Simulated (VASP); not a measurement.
A run of VASP 6.6.1 is set up as follows.

INCAR

```
SYSTEM = GaAs
PREC = Accurate ; ENCUT = 600
EDIFF = 1E-6 ; ISMEAR = -1
SIGMA = 0.02 ; LREAL = .FALSE.
LASPH = .TRUE. ; NELM = 80
ALGO = Normal ; ISIF = 3
LWAVE = .FALSE. ; LCHARG = .FALSE.
GGA = PS ; IBRION = 2
NSW = 80 ; EDIFFG = -0.005
```

The input KPOINTS:

```
regular mesh
0
G
  8 8 8
  0 0 0
```

The input POSCAR:

```
GaAs
1.0
    0.0000000000      2.8722543143      2.8722543143
    2.8722543143      0.0000000000      2.8722543143
    2.8722543143      2.8722543143      0.0000000000
Ga As
1 1
Direct
    0.0000000000      0.0000000000      0.0000000000
    0.2500000000      0.2500000000      0.2500000000
```

Potentials or basis: VASP PAW PBE potentials, release 64 (Ga_d, As).

Launch:

```bash
$ cat potpaw_PBE.64/Ga_d/POTCAR potpaw_PBE.64/As/POTCAR > POTCAR
$ mpirun -np 1 vasp_std > vasp.out
```

Task: Estimate the space group after relaxing (to 0.05 Å).

Result: F-43m (No. 216).

Task: Predict the band gap on the k mesh.

Result: 0.42 eV, direct.

Task: Predict the relaxed cell.

Result: a = 4.004 Å, b = 4.004 Å, c = 4.004 Å, α = 60.00°, β = 60.00°, γ = 60.00°.

Task: Predict the relaxed volume.

Result: 22.69 Å³/atom.

Final structure:
```
Ga As
1.0
     0.00000    2.83109    2.83109
     2.83109    0.00000    2.83109
     2.83109    2.83109    0.00000
Ga As
1 1
Direct
  0.00000 0.00000 0.00000
  0.25000 0.25000 0.25000
```

Caveat: the PAW data sets were made with another functional, which shifts forces and pressure a little. As with any semilocal functional, this PBEsol gap is likely too small.
